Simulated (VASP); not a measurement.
# TlCuI3 (Pm-3m) in VASP: further runs

The runs below take TlCuI3 through single point, with PBE.

Everything below comes from runs of VASP 6.6.1. Logs are shortened: lines on timing, memory, paths and dates and some standing lists are left out, and cuts for length are marked.

### Step 1. The cell of the first run

It takes space group Pm-3m (No. 221, cubic). The conventional cell has a = 5.655 Å, b = 5.655 Å, c = 5.655 Å, α = 90.00°, β = 90.00°, γ = 90.00°. Tl (site symmetry m-3m) has 12 I at 4.00 Å and 8 Cu at 4.90 Å within 5.2 Å. Cu (site symmetry m-3m) has 6 I at 2.83 Å within 3.7 Å. Within 3.7 Å of I (site symmetry 4/mmm) lie 2 Cu at 2.83 Å.

### Step 2. Single point, PBE (volume scaled by 1.06)

Input file INCAR:

```
PREC     = Accurate       # precision mode
ENCUT    = 520            # plane-wave cutoff, eV
EDIFF    = 1E-6           # SCF threshold, eV
ISMEAR   = 0              # smearing method
SIGMA    = 0.1            # smearing width, eV
LREAL    = False          # projectors in reciprocal space
LASPH    = True           # aspherical terms in the spheres
NELM     = 100            # most SCF steps
ALGO     = Normal         # electronic algorithm
ISIF     = 2              # what is computed and relaxed
LWAVE    = False          # write WAVECAR
LCHARG   = True           # write CHGCAR
GGA      = PE             # functional
LELF     = True           # ELF
LVHAR    = True         
NBANDS   = 30             # bands
```

Input file KPOINTS:

```
Automatic mesh
0
Gamma
  8 8 8
```

Input file POSCAR:

```
TlCuI3
1.0
    5.6551589425      0.0000000000      0.0000000000
    0.0000000000      5.6551589425      0.0000000000
    0.0000000000      0.0000000000      5.6551589425
Tl Cu I
1 1 3
Direct
    0.5000000000      0.5000000000      0.5000000000
    0.0000000000      0.0000000000      0.0000000000
    0.5000000000      0.0000000000      0.0000000000
    0.0000000000      0.5000000000      0.0000000000
    0.0000000000      0.0000000000      0.5000000000
```

Potentials or basis: VASP PAW PBE potentials, release 64 (Tl_d, Cu, I).

The run is started by

```bash
$ cat potpaw_PBE.64/Tl_d/POTCAR potpaw_PBE.64/Cu/POTCAR potpaw_PBE.64/I/POTCAR > POTCAR
$ mpirun -np 1 vasp_std > vasp.out
```

OUTCAR:

```text
PREC = Accurate
   ENCUT = 520
   EDIFF = 1E-6
   ISMEAR = 0
   LREAL = False
   LASPH = True
   NELM = 100
   ISIF = 2
   GGA = PE

 ion  position               nearest neighbor table
   1  0.500  0.500  0.500-
   2  0.000  0.000  0.000-   3 2.83   4 2.83   5 2.83   5 2.83   4 2.83   3 2.83
   3  0.500  0.000  0.000-   2 2.83   2 2.83
   4  0.000  0.500  0.000-   2 2.83   2 2.83
   5  0.000  0.000  0.500-   2 2.83   2 2.83

  LATTYP: Found a simple cubic cell.
 ALAT       =     5.6551589425

  Lattice vectors:

 A1 = (   5.6551589425,   0.0000000000,   0.0000000000)
 A2 = (   0.0000000000,   5.6551589425,   0.0000000000)
 A3 = (   0.0000000000,   0.0000000000,   5.6551589425)

Analysis of symmetry for initial positions (statically):
=====================================================================
 Subroutine PRICEL returns:
 Original cell was already a primitive cell.

 Routine SETGRP: Setting up the symmetry group for a
 simple cubic supercell.

 Subroutine GETGRP returns: Found 48 space group operations
 (whereof 48 operations were pure point group operations)
 out of a pool of 48 trial point group operations.

The static configuration has the point symmetry O_h .

Analysis of symmetry for dynamics (positions and initial velocities):
=====================================================================
 Subroutine PRICEL returns:
 Original cell was already a primitive cell.

 Routine SETGRP: Setting up the symmetry group for a
 simple cubic supercell.

 Subroutine GETGRP returns: Found 48 space group operations
 (whereof 48 operations were pure point group operations)
 out of a pool of 48 trial point group operations.

The dynamic configuration has the point symmetry O_h .

 Subroutine INISYM returns: Found 48 space group operations
 (whereof 48 operations are pure point group operations),
 and found     1 'primitive' translations

----------------------------------------------------------------------------------------

                                     Primitive cell

  volume of cell :     180.8566

  direct lattice vectors                    reciprocal lattice vectors
     5.655158942  0.000000000  0.000000000     0.176829690  0.000000000  0.000000000
     0.000000000  5.655158942  0.000000000     0.000000000  0.176829690  0.000000000
     0.000000000  0.000000000  5.655158942     0.000000000  0.000000000  0.176829690

  length of vectors
     5.655158942  5.655158942  5.655158942     0.176829690  0.176829690  0.176829690

  position of ions in fractional coordinates (direct lattice)
     0.500000000  0.500000000  0.500000000
     0.000000000  0.000000000  0.000000000
     0.500000000  0.000000000  0.000000000
     0.000000000  0.500000000  0.000000000
     0.000000000  0.000000000  0.500000000

  ion indices of the primitive-cell ions
   primitive index   ion index
                 1           1
                 2           2
                 3           3
                 4           4
                 5           5

----------------------------------------------------------------------------------------

 KPOINTS: Automatic mesh

Automatic generation of k-mesh.
 Grid dimensions read from file:
 generate k-points for:    8    8    8

 Generating k-lattice:

  Cartesian coordinates                     Fractional coordinates (reciprocal lattice)
     0.022103711  0.000000000  0.000000000     0.125000000  0.000000000  0.000000000
     0.000000000  0.022103711  0.000000000     0.000000000  0.125000000  0.000000000
     0.000000000  0.000000000  0.022103711     0.000000000  0.000000000  0.125000000

  Length of vectors
     0.022103711  0.022103711  0.022103711

  Shift w.r.t. Gamma in fractional coordinates (k-lattice)
     0.000000000  0.000000000  0.000000000

 Subroutine IBZKPT returns following result:
 ===========================================

 Found     35 irreducible k-points:

 Following reciprocal coordinates:
            Coordinates               Weight
  0.000000  0.000000  0.000000      1.000000
  0.125000  0.000000  0.000000      6.000000
  0.250000  0.000000  0.000000      6.000000
  0.375000  0.000000  0.000000      6.000000
  0.500000  0.000000  0.000000      3.000000
  0.125000  0.125000  0.000000     12.000000
[... 16 lines left out ...]
  0.375000  0.375000  0.125000     24.000000
  0.500000  0.375000  0.125000     24.000000
 [... further k-points ...]
   k-points           NKPTS =     35   k-points in BZ     NKDIM =     35   number of bands    NBANDS=     30
   number of dos      NEDOS =    301   number of ions     NIONS =      5
   total plane-waves  NPLWV =  74088
   dimension x,y,z NGX =    42 NGY =   42 NGZ =   42
   dimension x,y,z NGXF=    84 NGYF=   84 NGZF=   84
   ions per type =               1   1   3
   NGX,Y,Z   is equivalent  to a cutoff of  12.35, 12.35, 12.35 a.u.
   NGXF,Y,Z  is equivalent  to a cutoff of  24.69, 24.69, 24.69 a.u.
 SYSTEM =  unknown system
   PREC   = accura    normal or accurate (medium, high low for compatibility)
   ISTART =      0    job   : 0-new  1-cont  2-samecut
   ICHARG =      2    charge: 1-file 2-atom 10-const
   ISPIN  =      1    spin polarized calculation?
   LNONCOLLINEAR =      F non collinear calculations
   LSORBIT =      F    spin-orbit coupling
   LASPH  =      T    aspherical Exc in radial PAW
   ENCUT  =  520.0 eV  38.22 Ry    6.18 a.u.  10.51 10.51 10.51*2*pi/ulx,y,z
   NELM   =    100;   NELMIN=  2; NELMDL= -5     # of ELM steps
   EDIFF  = 0.1E-05   stopping-criterion for ELM
   LREAL  =      F    real-space projection
   EDIFFG = 0.1E-04   stopping-criterion for IOM
   NSW    =      0    number of steps for IOM
   IBRION =     -1    ionic relax: 0-MD 1-quasi-New 2-CG
   NFREE  =      0    steps in history (QN), initial steepest desc. (CG)
   ISIF   =      2    stress and relaxation
   ISYM   =      2    0-nonsym 1-usesym 2-fastsym
   POTIM  = 0.5000    time-step for ionic-motion
   TEBEG  =    0.0;   TEEND  =   0.0 temperature during run
   PSTRESS=    0.0 pullay stress
   NELECT =      45.0000    total number of electrons
   NUPDOWN=      -1.0000    fix difference up-down
   EMIN   =  10.00;   EMAX   =-10.00  energy-range for DOS
   EFERMI =   0.00;   METHOD = LEGACY
   ISMEAR =     0;   SIGMA  =   0.10  broadening in eV -4-tet -1-fermi 0-gaus
   EFERMI_NEDOS =   21; number of points for ismear=-14 and -15
   IALGO  =     38    algorithm
   IMIX   =      4    mixing-type and parameters
     AMIX     =   0.40;   BMIX     =  1.00
     AMIX_MAG =   1.60;   BMIX_MAG =  1.00
  volume/ion in A,a.u.               =      36.17       244.10
  Fermi-wavevector in a.u.,A,eV,Ry     =   1.029677  1.945807 14.425359  1.060234
  Thomas-Fermi vector in A             =   2.163736
   LORBIT       =      0    0 simple, 1 ext, 2 COOP (PROOUT), +10 PAW based schemes
   GGA     = PE    functional components
   LHFCALC =     F    Hartree Fock is set to
   AEXX    =    0.0000 exact exchange contribution
   IVDW    =     0    specifies the selected vdW correction
   LEPSILON=     F    determine dielectric tensor
   LRPA    =     F    only Hartree local field effects (RPA)
 non-spin polarized calculation
 Gauss-broadening in eV      SIGMA  =   0.10
  energy-cutoff  :      520.00
  volume of cell :      180.86
 maximum number of plane-waves:      4945
   NGX = 21   NGY = 21   NGZ = 21

 number of electron      45.0000009 magnetization

 Free energy of the ion-electron system (eV)
  ---------------------------------------------------
  ext. energy  EPLUGINS =         0.00000000
  ---------------------------------------------------
  free energy    TOTEN  =       -11.76566143 eV

  energy without entropy =      -11.74515111  energy(sigma->0) =      -11.75540627

 E-fermi :   2.8492     XC(G=0):  -8.4829

 val. band max:        2.8390031778   @ k =   0.5000   0.2500   0.2500
 cond. band min:       2.8536565757   @ k =   0.5000   0.5000   0.0000
 fundamental gap:      0.0146533980
 Fermi energy:         2.8492223366

 k-point     1 :       0.0000    0.0000    0.0000
  band No.  band energies     occupation
      1      -9.4687      2.00000
      2      -8.5012      2.00000
      3      -8.5012      2.00000
      4      -7.7456      2.00000
      5      -7.7456      2.00000
      6      -7.7456      2.00000
[... 22 lines left out ...]
     29       8.4434      0.00000
     30       9.0072      0.00000

 k-point     2 :       0.1250    0.0000    0.0000
  band No.  band energies     occupation
      1      -9.4381      2.00000
      2      -8.5324      2.00000
      3      -8.4978      2.00000
      4      -7.7461      2.00000
      5      -7.7461      2.00000
      6      -7.7456      2.00000
[... 22 lines left out ...]
     29       8.7282      0.00000
     30       9.0586      0.00000

 k-point     3 :       0.2500    0.0000    0.0000
  band No.  band energies     occupation
      1      -9.3527      2.00000
      2      -8.6199      2.00000
      3      -8.4894      2.00000
      4      -7.7472      2.00000
      5      -7.7472      2.00000
      6      -7.7455      2.00000
[... 22 lines left out ...]
     29       9.2057      0.00000
     30       9.3004      0.00000

 k-point     4 :       0.3750    0.0000    0.0000
  band No.  band energies     occupation
      1      -9.2372      2.00000
      2      -8.7382      2.00000
      3      -8.4808      2.00000
      4      -7.7484      2.00000
      5      -7.7484      2.00000
      6      -7.7473      2.00000
[... 22 lines left out ...]
     29       9.7958      0.00000
     30       9.9744      0.00000

 k-point     5 :       0.5000    0.0000    0.0000
  band No.  band energies     occupation
      1      -9.1675      2.00000
      2      -8.8094      2.00000
      3      -8.4772      2.00000
      4      -7.7504      2.00000
      5      -7.7489      2.00000
      6      -7.7489      2.00000
[... 22 lines left out ...]
     29       9.5357      0.00000
     30      10.4648      0.00000
[... 526 lines left out ...]
     29       9.8379      0.00000
     30      10.1423      0.00000

 k-point    22 :       0.5000    0.2500    0.1250
  band No.  band energies     occupation
      1      -9.0448      2.00000
      2      -8.7923      2.00000
      3      -8.5920      2.00000
      4      -7.7480      2.00000
      5      -7.7467      2.00000
      6      -7.7448      2.00000
[... 22 lines left out ...]
     29      10.1770      0.00000
     30      10.2909      0.00000

 k-point    23 :       0.3750    0.3750    0.1250
  band No.  band energies     occupation
      1      -9.0113      2.00000
      2      -8.7407      2.00000
      3      -8.6677      2.00000
      4      -7.7476      2.00000
      5      -7.7463      2.00000
      6      -7.7443      2.00000
[... 22 lines left out ...]
     29       9.4325      0.00000
     30      10.2138      0.00000

 k-point    24 :       0.5000    0.3750    0.1250
  band No.  band energies     occupation
      1      -8.9411      2.00000
      2      -8.7833      2.00000
      3      -8.6895      2.00000
      4      -7.7473      2.00000
      5      -7.7456      2.00000
      6      -7.7445      2.00000
[... 22 lines left out ...]
     29       9.2525      0.00000
     30      10.3919      0.00000

 [... further k-points ...]
[... 5 lines left out ...]
  --------------------------------------------------------------------------------------
  -------------------------------------------------------------------------------------
  Total       -1.3806579     -1.3806579     -1.3806579      0.0000000      0.0000000      0.0000000
  in kB      -12.2310067    -12.2310067    -12.2310067      0.0000000      0.0000000      0.0000000
  external PRESSURE =     -12.2310067 kB  Pullay stress =       0.0000000 kB

 VOLUME and BASIS-vectors are now :
 -----------------------------------------------------------------------------
  energy-cutoff  :      520.00
  volume of cell :      180.86
      direct lattice vectors                 reciprocal lattice vectors
     5.655158942  0.000000000  0.000000000     0.176829690  0.000000000  0.000000000
     0.000000000  5.655158942  0.000000000     0.000000000  0.176829690  0.000000000
     0.000000000  0.000000000  5.655158942     0.000000000  0.000000000  0.176829690

 POSITION                                       TOTAL-FORCE (eV/Angst)
 -----------------------------------------------------------------------------------
      2.82758      2.82758      2.82758         0.000000      0.000000      0.000000
      0.00000      0.00000      0.00000         0.000000      0.000000      0.000000
      2.82758      0.00000      0.00000         0.000000      0.000000      0.000000
      0.00000      2.82758      0.00000         0.000000      0.000000      0.000000
      0.00000      0.00000      2.82758         0.000000      0.000000      0.000000
 -----------------------------------------------------------------------------------
    total drift:                                0.000000      0.000000     -0.000000

  FREE ENERGIE OF THE ION-ELECTRON SYSTEM (eV)
  ---------------------------------------------------
  free  energy   TOTEN  =       -11.7656614294 eV

  energy  without entropy=      -11.7451511105  energy(sigma->0) =      -11.75540627
```

Run time: 1.8 min. Hardware: 1 thread of Intel Xeon 6975P-C (Granite Rapids), shared host; peak memory 0.38 GiB.

What came out:

```
Free energy : -11.7657 eV
Pressure    : -1.2 GPa
```

Caveat: spin-orbit coupling is left out, which moves the levels of the heavy elements; an odd number of electrons without spin polarisation forces a metal; a magnetic or distorted state may lie lower; semilocal functionals often make such compounds metallic where correlation or magnetic order opens a gap, which also shifts bond lengths.

### Step 3. Single point, PBE (volume scaled by 1.10)

Input file INCAR:

```
SYSTEM = TlCuI3
ALGO = Normal
EDIFF = 1E-6
ENCUT = 520
GGA = PE
ISIF = 2
ISMEAR = 0
LASPH = .TRUE.
LCHARG = .FALSE.
LREAL = .FALSE.
LWAVE = .FALSE.
NBANDS = 30
NELM = 80
PREC = Accurate
SIGMA = 0.1
```

Input file KPOINTS:

```
k-points
0
G
  8 8 8
  0 0 0
```

Changes to POSCAR since step 2:

```diff
@@ -2,5 +2,5 @@
 1.0
-    5.6551589425      0.0000000000      0.0000000000
-    0.0000000000      5.6551589425      0.0000000000
-    0.0000000000      0.0000000000      5.6551589425
+    5.7254165480      0.0000000000      0.0000000000
+    0.0000000000      5.7254165480      0.0000000000
+    0.0000000000      0.0000000000      5.7254165480
 Tl Cu I
```

Potentials or basis: VASP PAW PBE potentials, release 64 (Tl_d, Cu, I).

The run is started by

```bash
$ cat potpaw_PBE.64/Tl_d/POTCAR potpaw_PBE.64/Cu/POTCAR potpaw_PBE.64/I/POTCAR > POTCAR
$ mpirun -np 1 vasp_std > vasp.out
```

OUTCAR:

```text
SYSTEM = TlCuI3
   EDIFF = 1E-6
   ENCUT = 520
   GGA = PE
   ISIF = 2
   ISMEAR = 0
   LASPH = .TRUE.
   LREAL = .FALSE.
   NELM = 80
   PREC = Accurate

 ion  position               nearest neighbor table
   1  0.500  0.500  0.500-
   2  0.000  0.000  0.000-   3 2.86   4 2.86   5 2.86   5 2.86   4 2.86   3 2.86
   3  0.500  0.000  0.000-   2 2.86   2 2.86
   4  0.000  0.500  0.000-   2 2.86   2 2.86
[... 988 lines left out ...]
     29       8.8324      0.00000
     30       9.9849      0.00000

 [... further k-points ...]
[... 5 lines left out ...]
  --------------------------------------------------------------------------------------
  -------------------------------------------------------------------------------------
  Total       -2.1511673     -2.1511673     -2.1511673      0.0000000      0.0000000      0.0000000
  in kB      -18.3638400    -18.3638400    -18.3638400      0.0000000      0.0000000      0.0000000
  external PRESSURE =     -18.3638400 kB  Pullay stress =       0.0000000 kB

 VOLUME and BASIS-vectors are now :
 -----------------------------------------------------------------------------
  energy-cutoff  :      520.00
  volume of cell :      187.68
      direct lattice vectors                 reciprocal lattice vectors
     5.725416548  0.000000000  0.000000000     0.174659781  0.000000000  0.000000000
     0.000000000  5.725416548  0.000000000     0.000000000  0.174659781  0.000000000
     0.000000000  0.000000000  5.725416548     0.000000000  0.000000000  0.174659781

 POSITION                                       TOTAL-FORCE (eV/Angst)
 -----------------------------------------------------------------------------------
      2.86271      2.86271      2.86271         0.000000      0.000000      0.000000
      0.00000      0.00000      0.00000         0.000000      0.000000      0.000000
      2.86271      0.00000      0.00000         0.000000      0.000000      0.000000
      0.00000      2.86271      0.00000         0.000000      0.000000      0.000000
      0.00000      0.00000      2.86271         0.000000      0.000000      0.000000
 -----------------------------------------------------------------------------------
    total drift:                                0.000000     -0.000000      0.000000

  FREE ENERGIE OF THE ION-ELECTRON SYSTEM (eV)
  ---------------------------------------------------
  free  energy   TOTEN  =       -11.6991846516 eV

  energy  without entropy=      -11.6780284252  energy(sigma->0) =      -11.68860654
```

It took 2.2 min on 1 thread of Intel Xeon 6975P-C (Granite Rapids), shared host; peak memory 0.44 GiB.

Results:

```yaml
Free_energy: -11.6992 eV
Pressure: -1.8 GPa
```

Caveat: spin-orbit coupling is left out, which moves the levels of the heavy elements; an odd number of electrons without spin polarisation forces a metal; a magnetic or distorted state may lie lower; semilocal functionals often make such compounds metallic where correlation or magnetic order opens a gap, which also shifts bond lengths.
